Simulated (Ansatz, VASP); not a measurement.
## Pt: VASP beside Ansatz

```
Pt
1.0
     0.00000    1.94674    1.94674
     1.94674    0.00000    1.94674
     1.94674    1.94674    0.00000
Pt
1
Cartesian
  0.0000 0.0000 0.0000
```

Alike in both runs: functional LDA; k mesh 16 × 16 × 16; occupations gaussian, width 0.1 eV; no spin polarisation.

Ansatz relaxed the structure, and its values are those at the end. VASP's run is a single point on that final structure, the one shown.

```csv
,VASP,Ansatz
version,VASP 6.6.1,Ansatz 0.2.0
potentials or method,"VASP PAW LDA potentials, release 64 (Pt), cutoff 520 eV","scalar-relativistic, plane waves, PAW"
valence electrons in the cell,10,18
```

Ansatz gave:

| Quantity | Value |
| --- | --- |
| gap on the k mesh at the Fermi level (eV) | none |
| pressure (GPa) | 0.0 |

**Question.** What did VASP give for the same quantities?

**Answer.** gap on the k mesh at the Fermi level (eV): none; pressure (GPa): 0.8.

Ansatz warns that its potentials were made for another functional, while VASP's fit it. LDA's correlation is that of Perdew and Zunger in VASP and of Perdew and Wang (1992) in Ansatz. A gap of «none» marks a metal or a gap that the smearing closes. VASP's potentials hold 10 valence electrons a cell and Ansatz's 18, so a difference there can come from the potentials and not from the codes.

Spin-orbit coupling is off throughout.
